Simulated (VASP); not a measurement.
# Pt (Fm-3m) in VASP: a series of runs

The runs below take Pt through single point, with PBEsol.

Program: VASP 6.6.1. These are calculated values, not measurements. Logs are shortened: lines on timing, memory, paths and dates and some standing lists are left out, and cuts for length are marked.

**1. The cell of the first run**

It takes space group Fm-3m (No. 225, cubic). The conventional cell has a = 3.869 Å, b = 3.869 Å, c = 3.869 Å, α = 90.00°, β = 90.00°, γ = 90.00°. Within 3.6 Å of Pt (site symmetry m-3m) lie 12 Pt at 2.74 Å.

**2. Single point, PBEsol (volume scaled by 0.96)**

File INCAR:

```
PREC = Accurate ; ENCUT = 520
EDIFF = 1E-7 ; ISMEAR = -1
SIGMA = 0.05 ; LREAL = F
LASPH = T ; NELM = 80
ALGO = Normal ; ISIF = 2
LWAVE = F ; LCHARG = F
GGA = PS ; NBANDS = 11
```

File KPOINTS:

```
regular mesh
0
Gamma
  12 12 12
```

File POSCAR:

```
Pt
1.0
    0.0000000000      1.9343981026      1.9343981026
    1.9343981026      0.0000000000      1.9343981026
    1.9343981026      1.9343981026      0.0000000000
Pt
1
Direct
    0.0000000000      0.0000000000      0.0000000000
```

Potentials or basis: VASP PAW PBE potentials, release 64 (Pt).

The run is started by

```
$ cat potpaw_PBE.64/Pt/POTCAR > POTCAR
$ mpirun -np 1 vasp_std > vasp.out
```

OUTCAR:

```text
PREC = Accurate
   ENCUT = 520
   EDIFF = 1E-7
   ISMEAR = -1
   LREAL = F
   LASPH = T
   NELM = 80
   ISIF = 2
   GGA = PS

 ion  position               nearest neighbor table
   1  0.000  0.000  0.000-

  LATTYP: Found a face centered cubic cell.
 ALAT       =     3.8687962052

  Lattice vectors:

 A1 = (   0.0000000000,   1.9343981026,   1.9343981026)
 A2 = (   1.9343981026,   0.0000000000,   1.9343981026)
 A3 = (   1.9343981026,   1.9343981026,   0.0000000000)

Analysis of symmetry for initial positions (statically):
=====================================================================
 Subroutine PRICEL returns:
 Original cell was already a primitive cell.

 Routine SETGRP: Setting up the symmetry group for a
 face centered cubic supercell.

 Subroutine GETGRP returns: Found 48 space group operations
 (whereof 48 operations were pure point group operations)
 out of a pool of 48 trial point group operations.

The static configuration has the point symmetry O_h .

Analysis of symmetry for dynamics (positions and initial velocities):
=====================================================================
 Subroutine PRICEL returns:
 Original cell was already a primitive cell.

 Routine SETGRP: Setting up the symmetry group for a
 face centered cubic supercell.

 Subroutine GETGRP returns: Found 48 space group operations
 (whereof 48 operations were pure point group operations)
 out of a pool of 48 trial point group operations.

The dynamic configuration has the point symmetry O_h .

 Subroutine INISYM returns: Found 48 space group operations
 (whereof 48 operations are pure point group operations),
 and found     1 'primitive' translations

----------------------------------------------------------------------------------------

                                     Primitive cell

  volume of cell :      14.4766

  direct lattice vectors                    reciprocal lattice vectors
     0.000000000  1.934398103  1.934398103    -0.258478335  0.258478335  0.258478335
     1.934398103  0.000000000  1.934398103     0.258478335 -0.258478335  0.258478335
     1.934398103  1.934398103  0.000000000     0.258478335  0.258478335 -0.258478335

  length of vectors
     2.735652032  2.735652032  2.735652032     0.447697608  0.447697608  0.447697608

  position of ions in fractional coordinates (direct lattice)
     0.000000000  0.000000000  0.000000000

  ion indices of the primitive-cell ions
   primitive index   ion index
                 1           1

----------------------------------------------------------------------------------------

 KPOINTS: regular mesh

Automatic generation of k-mesh.
 Grid dimensions read from file:
 generate k-points for:   12   12   12

 Generating k-lattice:

  Cartesian coordinates                     Fractional coordinates (reciprocal lattice)
    -0.021539861  0.021539861  0.021539861     0.083333333  0.000000000  0.000000000
     0.021539861 -0.021539861  0.021539861     0.000000000  0.083333333  0.000000000
     0.021539861  0.021539861 -0.021539861     0.000000000  0.000000000  0.083333333

  Length of vectors
     0.037308134  0.037308134  0.037308134

  Shift w.r.t. Gamma in fractional coordinates (k-lattice)
     0.000000000  0.000000000  0.000000000

 Subroutine IBZKPT returns following result:
 ===========================================

 Found     72 irreducible k-points:

 Following reciprocal coordinates:
            Coordinates               Weight
  0.000000  0.000000  0.000000      1.000000
  0.083333  0.000000  0.000000      8.000000
  0.166667  0.000000  0.000000      8.000000
  0.250000  0.000000  0.000000      8.000000
  0.333333  0.000000  0.000000      8.000000
  0.416667  0.000000  0.000000      8.000000
[... 16 lines left out ...]
  0.500000  0.166667  0.000000     24.000000
 -0.416667  0.166667  0.000000     24.000000
 [... further k-points ...]
   k-points           NKPTS =     72   k-points in BZ     NKDIM =     72   number of bands    NBANDS=     11
   number of dos      NEDOS =    301   number of ions     NIONS =      1
   total plane-waves  NPLWV =   8000
   dimension x,y,z NGX =    20 NGY =   20 NGZ =   20
   dimension x,y,z NGXF=    40 NGYF=   40 NGZF=   40
   ions per type =               1
   NGX,Y,Z   is equivalent  to a cutoff of  12.15, 12.15, 12.15 a.u.
   NGXF,Y,Z  is equivalent  to a cutoff of  24.31, 24.31, 24.31 a.u.
 SYSTEM =  unknown system
   PREC   = accura    normal or accurate (medium, high low for compatibility)
   ISTART =      0    job   : 0-new  1-cont  2-samecut
   ICHARG =      2    charge: 1-file 2-atom 10-const
   ISPIN  =      1    spin polarized calculation?
   LNONCOLLINEAR =      F non collinear calculations
   LSORBIT =      F    spin-orbit coupling
   LASPH  =      T    aspherical Exc in radial PAW
   ENCUT  =  520.0 eV  38.22 Ry    6.18 a.u.   5.09  5.09  5.09*2*pi/ulx,y,z
   NELM   =     80;   NELMIN=  2; NELMDL= -5     # of ELM steps
   EDIFF  = 0.1E-06   stopping-criterion for ELM
   LREAL  =      F    real-space projection
   EDIFFG = 0.1E-05   stopping-criterion for IOM
   NSW    =      0    number of steps for IOM
   IBRION =     -1    ionic relax: 0-MD 1-quasi-New 2-CG
   NFREE  =      0    steps in history (QN), initial steepest desc. (CG)
   ISIF   =      2    stress and relaxation
   ISYM   =      2    0-nonsym 1-usesym 2-fastsym
   POTIM  = 0.5000    time-step for ionic-motion
   TEBEG  =    0.0;   TEEND  =   0.0 temperature during run
   PSTRESS=    0.0 pullay stress
   NELECT =      10.0000    total number of electrons
   NUPDOWN=      -1.0000    fix difference up-down
   EMIN   =  10.00;   EMAX   =-10.00  energy-range for DOS
   EFERMI =   0.00;   METHOD = LEGACY
   ISMEAR =    -1;   SIGMA  =   0.05  broadening in eV -4-tet -1-fermi 0-gaus
   EFERMI_NEDOS =   21; number of points for ismear=-14 and -15
   IALGO  =     38    algorithm
   IMIX   =      4    mixing-type and parameters
     AMIX     =   0.40;   BMIX     =  1.00
     AMIX_MAG =   1.60;   BMIX_MAG =  1.00
  volume/ion in A,a.u.               =      14.48        97.69
  Fermi-wavevector in a.u.,A,eV,Ry     =   1.447168  2.734751 28.494620  2.094295
  Thomas-Fermi vector in A             =   2.565154
   LORBIT       =      0    0 simple, 1 ext, 2 COOP (PROOUT), +10 PAW based schemes
   GGA     = PS    functional components
   LHFCALC =     F    Hartree Fock is set to
   AEXX    =    0.0000 exact exchange contribution
   IVDW    =     0    specifies the selected vdW correction
   LEPSILON=     F    determine dielectric tensor
   LRPA    =     F    only Hartree local field effects (RPA)
 non-spin polarized calculation
  energy-cutoff  :      520.00
  volume of cell :       14.48
 maximum number of plane-waves:       399
   NGX = 11   NGY = 11   NGZ = 11

 number of electron      10.0000000 magnetization

 number of electron       9.9999999 magnetization

 Free energy of the ion-electron system (eV)
  ---------------------------------------------------
  ext. energy  EPLUGINS =         0.00000000
  ---------------------------------------------------
  free energy    TOTEN  =        -6.95313066 eV

  energy without entropy =       -6.93797895  energy(sigma->0) =       -6.94555481

 E-fermi :  11.9294     XC(G=0): -13.8698

 val. band max:       11.9270092203   @ k =  -0.4167   0.3333   0.0833
 cond. band min:      11.9333319367   @ k =   0.5000   0.4167   0.0833
 fundamental gap:      0.0063227163
 Fermi energy:        11.9293988466

 k-point     1 :       0.0000    0.0000    0.0000
  band No.  band energies     occupation
      1       1.1349      2.00000
      2       7.8436      2.00000
      3       7.8436      2.00000
      4       7.8436      2.00000
      5      10.1744      2.00000
      6      10.1744      2.00000
      7      26.4001      0.00000
      8      31.5921      0.00000
      9      31.5921      0.00000
     10      31.5921      0.00000
     11      37.0391      0.00000

 k-point     2 :       0.0833    0.0000    0.0000
  band No.  band energies     occupation
      1       1.4241      2.00000
      2       7.7120      2.00000
      3       7.9585      2.00000
      4       7.9585      2.00000
      5      10.1101      2.00000
      6      10.1101      2.00000
      7      26.8598      0.00000
      8      30.2503      0.00000
      9      32.0502      0.00000
     10      32.0502      0.00000
     11      38.4976      0.00000

 k-point     3 :       0.1667    0.0000    0.0000
  band No.  band energies     occupation
      1       2.2240      2.00000
      2       7.4491      2.00000
      3       8.1928      2.00000
      4       8.1928      2.00000
      5      10.0544      2.00000
      6      10.0544      2.00000
      7      27.8919      0.00000
      8      27.9517      0.00000
      9      33.3321      0.00000
     10      33.3321      0.00000
     11      37.3610      0.00000

 k-point     4 :       0.2500    0.0000    0.0000
  band No.  band energies     occupation
      1       3.2529      2.00000
      2       7.4538      2.00000
      3       8.2427      2.00000
      4       8.2427      2.00000
      5      10.3516      2.00000
      6      10.3516      2.00000
      7      25.3734      0.00000
      8      28.3485      0.00000
      9      34.9712      0.00000
     10      34.9712      0.00000
     11      35.7400      0.00000
[... 239 lines left out ...]
 k-point    22 :       0.4167    0.1667    0.0000
  band No.  band energies     occupation
      1       4.8091      2.00000
      2       7.1136      2.00000
      3       7.6941      2.00000
      4       8.8049      2.00000
      5      11.8974      1.30963
      6      12.4241      0.00010
      7      21.5991      0.00000
      8      27.9364      0.00000
      9      29.5733      0.00000
     10      31.5390      0.00000
     11      38.8800      0.00000

 k-point    23 :       0.5000    0.1667    0.0000
  band No.  band energies     occupation
      1       4.8912      2.00000
      2       7.1305      2.00000
      3       8.4495      2.00000
      4       8.6005      2.00000
      5      12.0338      0.22043
      6      14.4177      0.00000
      7      18.5835      0.00000
      8      27.1869      0.00000
      9      29.6201      0.00000
     10      30.0584      0.00000
     11      39.6840      0.00000

 k-point    24 :      -0.4167    0.1667    0.0000
  band No.  band energies     occupation
      1       4.9532      2.00000
      2       7.1463      2.00000
      3       8.5046      2.00000
      4       8.7769      2.00000
      5      11.5984      1.99733
      6      14.9913      0.00000
      7      18.1740      0.00000
      8      26.8755      0.00000
      9      28.9940      0.00000
     10      30.7856      0.00000
     11      39.2096      0.00000

 [... further k-points ...]
[... 5 lines left out ...]
  --------------------------------------------------------------------------------------
  -------------------------------------------------------------------------------------
  Total        1.0712184      1.0712184      1.0712184      0.0000000      0.0000000      0.0000000
  in kB      118.5553139    118.5553139    118.5553139      0.0000000      0.0000000      0.0000000
  external PRESSURE =     118.5553139 kB  Pullay stress =       0.0000000 kB

 VOLUME and BASIS-vectors are now :
 -----------------------------------------------------------------------------
  energy-cutoff  :      520.00
  volume of cell :       14.48
      direct lattice vectors                 reciprocal lattice vectors
     0.000000000  1.934398103  1.934398103    -0.258478335  0.258478335  0.258478335
     1.934398103  0.000000000  1.934398103     0.258478335 -0.258478335  0.258478335
     1.934398103  1.934398103  0.000000000     0.258478335  0.258478335 -0.258478335

 POSITION                                       TOTAL-FORCE (eV/Angst)
 -----------------------------------------------------------------------------------
      0.00000      0.00000      0.00000         0.000000      0.000000     -0.000000
 -----------------------------------------------------------------------------------
    total drift:                               -0.000000     -0.000000     -0.000000

  FREE ENERGIE OF THE ION-ELECTRON SYSTEM (eV)
  ---------------------------------------------------
  free  energy   TOTEN  =        -6.9531306600 eV

  energy  without entropy=       -6.9379789520  energy(sigma->0) =       -6.94555481
```

Wall time 20 s (1 thread of AMD EPYC 7R13, shared host); peak memory 0.1 GiB.

What came out:

```
Free energy            : -6.9531 eV
Pressure               : 11.9 GPa
Band gap on the k mesh : zero (band 5 reaches 12.46 eV, above the bottom of band 6 at 10.05 eV)
```

Caveat: the PAW data sets were made with another functional, which shifts forces and pressure a little; spin-orbit coupling is left out, which moves the levels of the heavy elements.

(Part 1 of 2 ends here.)
